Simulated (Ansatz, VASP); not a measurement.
# HfB: VASP beside Ansatz

```
Hf B
1.0
     0.00000    2.31000    2.31000
     2.31000    0.00000    2.31000
     2.31000    2.31000    0.00000
Hf B
1 1
Direct
  0.50000 0.50000 0.50000
  0.00000 0.00000 0.00000
```

Alike in both runs: task single point; functional PBE0; dispersion D3(BJ); k mesh 5 × 5 × 5; occupations fermi-dirac, width 0.1 eV; no spin polarisation.

|  | VASP | Ansatz |
| --- | --- | --- |
| version | VASP 6.6.1 | Ansatz 0.2.0 |
| potentials or method | VASP PAW PBE potentials, release 64 (Hf_pv, B), cutoff 520 eV | all-electron PAW datasets made for the crystal |

Ansatz gave:

- gap on the k mesh at the Fermi level (eV): none
- pressure (GPa): 24.5

Question: Estimate VASP's values.

Answer: gap on the k mesh at the Fermi level (eV): none; pressure (GPa): 22.6.

A gap of «none» marks a metal or a gap that the smearing closes. Ansatz ran all-electron here, and VASP with PAW potentials.

The k mesh is coarse, so the values compare programs but aren't converged. Neither program's run includes spin-orbit coupling. Noted on Ansatz's run: the k mesh is thin for a metal, which can move the energy by tens of meV per atom.
